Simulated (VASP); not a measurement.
# Ir (Immm) in VASP: further runs

Ir is run at these levels: LDA; tasks: single point.

Everything below comes from runs of VASP 6.6.1. Logs are shortened: lines on timing, memory, paths and dates and some standing lists are left out, and cuts for length are marked.

## 1. The cell of the first run

The structure is orthorhombic, space group Immm (No. 71). Conventional cell: a = 2.546 Å, b = 2.843 Å, c = 3.811 Å, α = 90.00°, β = 90.00°, γ = 90.00°. Within 3.4 Å of Ir (site symmetry mmm) lie 12 Ir at 2.55 to 2.84 Å.

## 2. Single point, LDA (engineering shear strain xz -0.1100, engineering shear strain yz +0.0000)

INCAR reads:

```
SYSTEM = Ir
PREC = Accurate
ENCUT = 560
EDIFF = 1E-6
ISMEAR = 0
SIGMA = 0.15
LREAL = .False.
LASPH = .True.
NELM = 120
ALGO = Normal
ISIF = 2
LWAVE = .False.
LCHARG = .False.
GGA = CA
NBANDS = 14
GGA_COMPAT = .False.
```

KPOINTS reads:

```
regular mesh
0
Gamma
  20 20 20
  0 0 0
```

POSCAR reads:

```
Ir
1.0
   -0.1047973331      1.9054060557      1.9054060557
    1.8006087226      0.0000000000      1.8006087226
    1.9054060557      1.9054060557     -0.1047973331
Ir
1
Direct
    0.0000000000      0.0000000000      0.0000000000
```

Potentials or basis: VASP PAW LDA potentials, release 64 (Ir_sv_GW).

The run is started by

```console
cat potpaw_LDA.64/Ir_sv_GW/POTCAR > POTCAR
mpirun -np 1 vasp_std > vasp.out
```

OUTCAR:

```text
SYSTEM = Ir
   PREC = Accurate
   ENCUT = 560
   EDIFF = 1E-6
   ISMEAR = 0
   LREAL = .False.
   LASPH = .True.
   NELM = 120
   ISIF = 2
   GGA = CA

 ion  position               nearest neighbor table
   1  0.000  0.000  0.000-

  LATTYP: Found a body centered orthorhombic cell.
 ALAT       =     2.5464452760
 B/A-ratio  =     1.1164021164
 C/A-ratio  =     1.4965222883

  Lattice vectors:

 A1 = (   1.9054060557,  -1.9054060557,  -0.1047973331)
 A2 = (  -1.9054060557,  -1.9054060557,   0.1047973331)
 A3 = (   0.1047973331,   1.9054060557,  -1.9054060557)

Analysis of symmetry for initial positions (statically):
=====================================================================
 Subroutine PRICEL returns:
 Original cell was already a primitive cell.

 Routine SETGRP: Setting up the symmetry group for a
 body centered orthorhombic supercell.

 Subroutine GETGRP returns: Found  8 space group operations
 (whereof  8 operations were pure point group operations)
 out of a pool of  8 trial point group operations.

The static configuration has the point symmetry D_2h.

Analysis of symmetry for dynamics (positions and initial velocities):
=====================================================================
 Subroutine PRICEL returns:
 Original cell was already a primitive cell.

 Routine SETGRP: Setting up the symmetry group for a
 body centered orthorhombic supercell.

 Subroutine GETGRP returns: Found  8 space group operations
 (whereof  8 operations were pure point group operations)
 out of a pool of  8 trial point group operations.

The dynamic configuration has the point symmetry D_2h.

 Subroutine INISYM returns: Found  8 space group operations
 (whereof  8 operations are pure point group operations),
 and found     1 'primitive' translations

----------------------------------------------------------------------------------------

                                     Primitive cell

  volume of cell :      13.7936

  direct lattice vectors                    reciprocal lattice vectors
    -0.104797333  1.905406056  1.905406056    -0.248731050  0.262411258  0.248731050
     1.800608723  0.000000000  1.800608723     0.277683871 -0.262411258  0.277683871
     1.905406056  1.905406056 -0.104797333     0.248731050  0.262411258 -0.248731050

  length of vectors
     2.696688146  2.546445276  2.696688146     0.438855260  0.472309573  0.438855260

  position of ions in fractional coordinates (direct lattice)
     0.000000000  0.000000000  0.000000000

  ion indices of the primitive-cell ions
   primitive index   ion index
                 1           1

----------------------------------------------------------------------------------------

 KPOINTS: regular mesh

Automatic generation of k-mesh.
 Grid dimensions read from file:
 generate k-points for:   20   20   20

 Generating k-lattice:

  Cartesian coordinates                     Fractional coordinates (reciprocal lattice)
    -0.012436553  0.013120563  0.012436553     0.050000000  0.000000000  0.000000000
     0.013884194 -0.013120563  0.013884194    -0.000000000  0.050000000 -0.000000000
     0.012436553  0.013120563 -0.012436553     0.000000000  0.000000000  0.050000000

  Length of vectors
     0.021942763  0.023615479  0.021942763

  Shift w.r.t. Gamma in fractional coordinates (k-lattice)
     0.000000000  0.000000000  0.000000000

 Subroutine IBZKPT returns following result:
 ===========================================

 Found   1166 irreducible k-points:

 Following reciprocal coordinates:
            Coordinates               Weight
  0.000000  0.000000  0.000000      1.000000
  0.050000  0.000000  0.000000      4.000000
  0.100000  0.000000  0.000000      4.000000
  0.150000  0.000000  0.000000      4.000000
  0.200000  0.000000  0.000000      4.000000
  0.250000  0.000000 -0.000000      4.000000
[... 16 lines left out ...]
 -0.450000  0.050000 -0.000000      8.000000
 -0.400000  0.050000 -0.000000      8.000000
 [... further k-points ...]
   k-points           NKPTS =   1166   k-points in BZ     NKDIM =   1166   number of bands    NBANDS=     14
   number of dos      NEDOS =    301   number of ions     NIONS =      1
   total plane-waves  NPLWV =  11520
   dimension x,y,z NGX =    24 NGY =   20 NGZ =   24
   dimension x,y,z NGXF=    48 NGYF=   40 NGZF=   48
   ions per type =               1
   NGX,Y,Z   is equivalent  to a cutoff of  14.80, 13.06, 14.80 a.u.
   NGXF,Y,Z  is equivalent  to a cutoff of  29.59, 26.11, 29.59 a.u.
 SYSTEM =  Ir
   PREC   = accura    normal or accurate (medium, high low for compatibility)
   ISTART =      0    job   : 0-new  1-cont  2-samecut
   ICHARG =      2    charge: 1-file 2-atom 10-const
   ISPIN  =      1    spin polarized calculation?
   LNONCOLLINEAR =      F non collinear calculations
   LSORBIT =      F    spin-orbit coupling
   LASPH  =      T    aspherical Exc in radial PAW
   ENCUT  =  560.0 eV  41.16 Ry    6.42 a.u.   5.20  4.91  5.20*2*pi/ulx,y,z
   NELM   =    120;   NELMIN=  2; NELMDL= -5     # of ELM steps
   EDIFF  = 0.1E-05   stopping-criterion for ELM
   LREAL  =      F    real-space projection
   EDIFFG = 0.1E-04   stopping-criterion for IOM
   NSW    =      0    number of steps for IOM
   IBRION =     -1    ionic relax: 0-MD 1-quasi-New 2-CG
   NFREE  =      0    steps in history (QN), initial steepest desc. (CG)
   ISIF   =      2    stress and relaxation
   ISYM   =      2    0-nonsym 1-usesym 2-fastsym
   POTIM  = 0.5000    time-step for ionic-motion
   TEBEG  =    0.0;   TEEND  =   0.0 temperature during run
   PSTRESS=    0.0 pullay stress
   NELECT =      17.0000    total number of electrons
   NUPDOWN=      -1.0000    fix difference up-down
   EMIN   =  10.00;   EMAX   =-10.00  energy-range for DOS
   EFERMI =   0.00;   METHOD = LEGACY
   ISMEAR =     0;   SIGMA  =   0.15  broadening in eV -4-tet -1-fermi 0-gaus
   EFERMI_NEDOS =   21; number of points for ismear=-14 and -15
   IALGO  =     38    algorithm
   IMIX   =      4    mixing-type and parameters
     AMIX     =   0.40;   BMIX     =  1.00
     AMIX_MAG =   1.60;   BMIX_MAG =  1.00
  volume/ion in A,a.u.               =      13.79        93.08
  Fermi-wavevector in a.u.,A,eV,Ry     =   1.755222  3.316890 41.916910  3.080806
  Thomas-Fermi vector in A             =   2.825010
   LORBIT       =      0    0 simple, 1 ext, 2 COOP (PROOUT), +10 PAW based schemes
   GGA     = CA    functional components
   LHFCALC =     F    Hartree Fock is set to
   AEXX    =    0.0000 exact exchange contribution
   IVDW    =     0    specifies the selected vdW correction
   LEPSILON=     F    determine dielectric tensor
   LRPA    =     F    only Hartree local field effects (RPA)
 non-spin polarized calculation
 Gauss-broadening in eV      SIGMA  =   0.15
  energy-cutoff  :      560.00
  volume of cell :       13.79
 maximum number of plane-waves:       426
 NGX is ok and might be reduce to    24
   NGX = 11   NGY =  9   NGZ = 11

 number of electron      17.0000000 magnetization

 Free energy of the ion-electron system (eV)
  ---------------------------------------------------
  ext. energy  EPLUGINS =         0.00000000
  ---------------------------------------------------
  free energy    TOTEN  =       -10.75418509 eV

  energy without entropy =      -10.74329401  energy(sigma->0) =      -10.74873955

 E-fermi :  13.0901     XC(G=0): -14.9358

 val. band max:       13.0877866858   @ k =   0.5000  -0.4500   0.0500
 cond. band min:      13.0904006065   @ k =   0.4000   0.3500   0.0500
 fundamental gap:      0.0026139207
 Fermi energy:        13.0901365049

 k-point     1 :       0.0000    0.0000    0.0000
  band No.  band energies     occupation
      1     -79.4542      2.00000
      2     -36.1311      2.00000
      3     -36.0908      2.00000
      4     -36.0140      2.00000
      5       1.8055      2.00000
      6       8.2691      2.00000
      7       8.6959      2.00000
      8      10.0598      2.00000
      9      12.0769      2.00000
     10      12.1344      2.00000
     11      26.6377      0.00000
     12      30.7765      0.00000
     13      32.4869      0.00000
     14      34.2396      0.00000

 k-point     2 :       0.0500    0.0000    0.0000
  band No.  band energies     occupation
      1     -79.4528      2.00000
      2     -36.1446      2.00000
      3     -36.0987      2.00000
      4     -36.0169      2.00000
      5       1.9106      2.00000
      6       8.2686      2.00000
      7       8.6829      2.00000
      8      10.1023      2.00000
      9      12.0650      2.00000
     10      12.1092      2.00000
     11      26.8072      0.00000
     12      30.5644      0.00000
     13      32.4761      0.00000
     14      34.4010      0.00000

 k-point     3 :       0.1000    0.0000    0.0000
  band No.  band energies     occupation
      1     -79.4482      2.00000
      2     -36.1957      2.00000
      3     -36.1089      2.00000
      4     -36.0246      2.00000
      5       2.2159      2.00000
      6       8.2440      2.00000
      7       8.6739      2.00000
      8      10.2138      2.00000
      9      12.0480      2.00000
     10      12.0512      2.00000
     11      27.2827      0.00000
     12      29.8225      0.00000
     13      32.8041      0.00000
     14      34.8777      0.00000

 k-point     4 :       0.1500    0.0000    0.0000
  band No.  band energies     occupation
      1     -79.4412      2.00000
      2     -36.2827      2.00000
      3     -36.1168      2.00000
      4     -36.0372      2.00000
      5       2.6888      2.00000
      6       8.1829      2.00000
      7       8.7032      2.00000
      8      10.3427      2.00000
      9      12.0076      2.00000
     10      12.0830      2.00000
     11      27.9413      0.00000
     12      28.7484      0.00000
     13      33.6018      0.00000
     14      35.6475      0.00000

 k-point     5 :       0.2000    0.0000    0.0000
  band No.  band energies     occupation
      1     -79.4325      2.00000
      2     -36.3932      2.00000
      3     -36.1244      2.00000
      4     -36.0532      2.00000
      5       3.2641      2.00000
      6       8.1607      2.00000
      7       8.7385      2.00000
      8      10.4122      2.00000
      9      12.0390      2.00000
     10      12.2509      2.00000
     11      27.4547      0.00000
[... 276 lines left out ...]
 k-point    22 :       0.5000    0.0500    0.0000
  band No.  band energies     occupation
      1     -79.3910      2.00000
      2     -36.8902      2.00000
      3     -36.1654      2.00000
      4     -36.1466      2.00000
      5       4.7453      2.00000
      6       8.3943      2.00000
      7       9.8657      2.00000
      8      11.4432      2.00000
      9      13.4704      0.00034
     10      14.7536      0.00000
     11      19.9824      0.00000
     12      27.1071      0.00000
     13      32.1519      0.00000
     14      34.0406      0.00000

 k-point    23 :      -0.4500    0.0500   -0.0000
  band No.  band energies     occupation
      1     -79.3915      2.00000
      2     -36.8872      2.00000
      3     -36.1645      2.00000
      4     -36.1458      2.00000
      5       4.7459      2.00000
      6       8.4088      2.00000
      7       9.8755      2.00000
      8      11.2975      2.00000
      9      13.4075      0.00277
     10      14.7892      0.00000
     11      20.1328      0.00000
     12      27.1389      0.00000
     13      32.2984      0.00000
     14      34.0386      0.00000

 k-point    24 :      -0.4000    0.0500   -0.0000
  band No.  band energies     occupation
      1     -79.3946      2.00000
      2     -36.8479      2.00000
      3     -36.1610      2.00000
      4     -36.1395      2.00000
      5       4.7368      2.00000
      6       8.4692      2.00000
      7       9.9364      2.00000
      8      10.6144      2.00000
      9      13.1417      0.62678
     10      14.5203      0.00000
     11      21.1753      0.00000
     12      27.4160      0.00000
     13      32.8693      0.00000
     14      34.6026      0.00000

 [... further k-points ...]

------------------------ aborting loop because EDIFF is reached ----------------------------------------

  FORCE on cell =-STRESS in cart. coord.  units (eV):
  Direction    XX          YY          ZZ          XY          YZ          ZX
  --------------------------------------------------------------------------------------
  -------------------------------------------------------------------------------------
  Total        0.8306311     -0.0290489      0.8306311      0.0000000      0.0000000      2.8162087
  in kB       96.4810207     -3.3741455     96.4810207      0.0000000      0.0000000    327.1135434
  external PRESSURE =      63.1959653 kB  Pullay stress =       0.0000000 kB

 VOLUME and BASIS-vectors are now :
 -----------------------------------------------------------------------------
  energy-cutoff  :      560.00
  volume of cell :       13.79
      direct lattice vectors                 reciprocal lattice vectors
    -0.104797333  1.905406056  1.905406056    -0.248731050  0.262411258  0.248731050
     1.800608723  0.000000000  1.800608723     0.277683871 -0.262411258  0.277683871
     1.905406056  1.905406056 -0.104797333     0.248731050  0.262411258 -0.248731050

 POSITION                                       TOTAL-FORCE (eV/Angst)
 -----------------------------------------------------------------------------------
      0.00000      0.00000      0.00000         0.000000      0.000000     -0.000000
 -----------------------------------------------------------------------------------
    total drift:                               -0.000000      0.000000      0.000000

  FREE ENERGIE OF THE ION-ELECTRON SYSTEM (eV)
  ---------------------------------------------------
  free  energy   TOTEN  =       -10.7541850853 eV

  energy  without entropy=      -10.7432940056  energy(sigma->0) =      -10.74873955
```

Wall time 93 s (1 thread of Intel Xeon Platinum 8488C (Sapphire Rapids), shared host); peak memory 0.35 GiB.

Results:

- Free energy: -10.7542 eV
- Pressure: 6.3 GPa
- Band gap on the k mesh: zero (an odd number of electrons rules out a gap without spin polarisation)

Levels at points of the mesh, in eV from the Fermi level:
| k point | band 6 | band 7 | band 8 | band 9 | band 10 | band 11 |
| --- | --- | --- | --- | --- | --- | --- |
| (0.00, 0.00, 0.00) | -4.82 | -4.39 | -3.03 | -1.01 | -0.96 | 13.55 |
| (0.50, 0.00, 0.00) | -4.75 | -3.14 | -1.21 | 0.29 | 1.34 | 6.88 |
| (0.00, 0.50, 0.00) | -4.94 | -3.48 | -0.07 | 0.71 | 1.56 | 8.67 |
| (0.50, 0.50, 0.00) | -7.58 | 0.62 | 1.50 | 1.91 | 1.96 | 11.23 |
| (0.50, 0.00, 0.50) | -7.62 | 1.10 | 1.65 | 1.68 | 1.79 | 9.74 |

Caveat: the cell differs from its parent crystal (engineering shear strain xz -0.1100, engineering shear strain yz +0.0000); the stress differs along the axes, from -0 to 10 GPa; spin-orbit coupling is left out, which moves the levels of the heavy elements.

## 3. Single point, LDA (engineering shear strain xz -0.1650, engineering shear strain yz +0.0000)

Edit INCAR of step 2 so:

```diff
@@ -12,4 +12,5 @@
 LWAVE = .False.
-LCHARG = .False.
-GGA = CA
+LCHARG = .True.
+LELF = .True.
+LVHAR = .True.
 NBANDS = 14
```

KPOINTS reads:

```
Automatic mesh
0
Gamma
  20 20 20
  0 0 0
```

POSCAR reads:

```
Ir
1.0
   -0.1571959996      1.9054060557      1.9054060557
    1.7482100561      0.0000000000      1.7482100561
    1.9054060557      1.9054060557     -0.1571959996
Ir
1
Direct
    0.0000000000      0.0000000000      0.0000000000
```

Potentials or basis: VASP PAW LDA potentials, release 64 (Ir_sv_GW).

The run is started by

```console
cat potpaw_LDA.64/Ir_sv_GW/POTCAR > POTCAR
mpirun -np 1 vasp_std > vasp.out
```

It took 88 s on 1 thread of Intel Xeon Platinum 8488C (Sapphire Rapids), shared host; peak memory 0.36 GiB.

Results (log left out):

- Free energy: -10.5563 eV
- Pressure: 14.7 GPa
- Band gap on the k mesh: zero (an odd number of electrons rules out a gap without spin polarisation)

Stress tensor (GPa, compression positive):
```
22.57  0.00 48.02
 0.00 -1.17  0.00
48.02  0.00 22.57
```

Levels at points of the mesh, in eV from the Fermi level:
| k point | band 4 | band 5 | band 6 | band 7 | band 8 | band 9 | band 10 | band 11 | band 12 | band 13 |
| --- | --- | --- | --- | --- | --- | --- | --- | --- | --- | --- |
| (0.00, 0.00, 0.00) | -49.01 | -11.28 | -5.17 | -4.82 | -2.47 | -0.79 | -0.72 | 13.47 | 17.05 | 19.62 |
| (0.50, 0.00, 0.00) | -49.12 | -8.57 | -5.09 | -2.59 | -1.40 | -0.05 | 1.57 | 6.65 | 14.02 | 19.03 |
| (0.00, 0.50, 0.00) | -49.27 | -8.18 | -5.32 | -3.16 | 0.33 | 0.61 | 1.78 | 9.45 | 12.89 | 17.13 |
| (0.50, 0.50, 0.00) | -49.39 | -8.16 | -7.60 | 0.40 | 1.41 | 2.09 | 2.20 | 11.66 | 11.73 | 12.01 |
| (0.50, 0.00, 0.50) | -49.25 | -8.32 | -7.65 | 1.27 | 1.77 | 1.78 | 1.82 | 8.90 | 11.00 | 15.09 |

Caveat: the cell differs from its parent crystal (engineering shear strain xz -0.1650, engineering shear strain yz +0.0000); the stress differs along the axes, from -1 to 23 GPa; spin-orbit coupling is left out, which moves the levels of the heavy elements.
